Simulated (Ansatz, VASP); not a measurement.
## Al2O3 in VASP and in Ansatz

```
Al O
1.0
     2.34808    1.35566    4.27332
    -2.34808    1.35566    4.27332
     0.00000   -2.71133    4.27332
Al O
4 6
Direct
  0.85216 0.85216 0.85216
  0.64784 0.64784 0.64784
  0.14784 0.14784 0.14784
  0.35216 0.35216 0.35216
  0.05668 0.75000 0.44332
  0.75000 0.44332 0.05668
  0.44332 0.05668 0.75000
  0.94332 0.25000 0.55668
  0.25000 0.55668 0.94332
  0.55668 0.94332 0.25000
```

Alike in both runs: task single point; functional PBE; k mesh 7 × 7 × 7; occupations fermi-dirac, width 0.05 eV; no spin polarisation.

```csv
,VASP,Ansatz
version,VASP 6.6.1,Ansatz 0.2.0
potentials or method,"VASP PAW PBE potentials, release 64 (Al, O)",SSSP precision PAW
plane-wave cutoff (eV),520,1020
valence electrons in the cell,48,48
```

|  | VASP | Ansatz | Ansatz less VASP |
| --- | --- | --- | --- |
| gap on the k mesh at the Fermi level (eV) | 6.74 | 6.73 | -0.004 |
| least direct gap on the mesh (eV) | 6.74 | 6.73 | -0.004 |
| pressure (GPa) | 18.7 | 19.7 | +0.92 |
| traceless stress, the component that is largest in VASP (GPa) | -1.01 | -1.13 | -0.123 |
| rms of the force components (eV/Å) | 0.021 | 0.029 | +0.0075 |

Atom by atom the forces differ by 0.012 eV/Å (rms over components). With one functional, cell and mesh, what is left measures potentials, basis and numerics.

Noted on Ansatz's run: odd divisions of the mesh miss points on the zone boundary, where band edges often lie, so the gap on the mesh can be too wide.
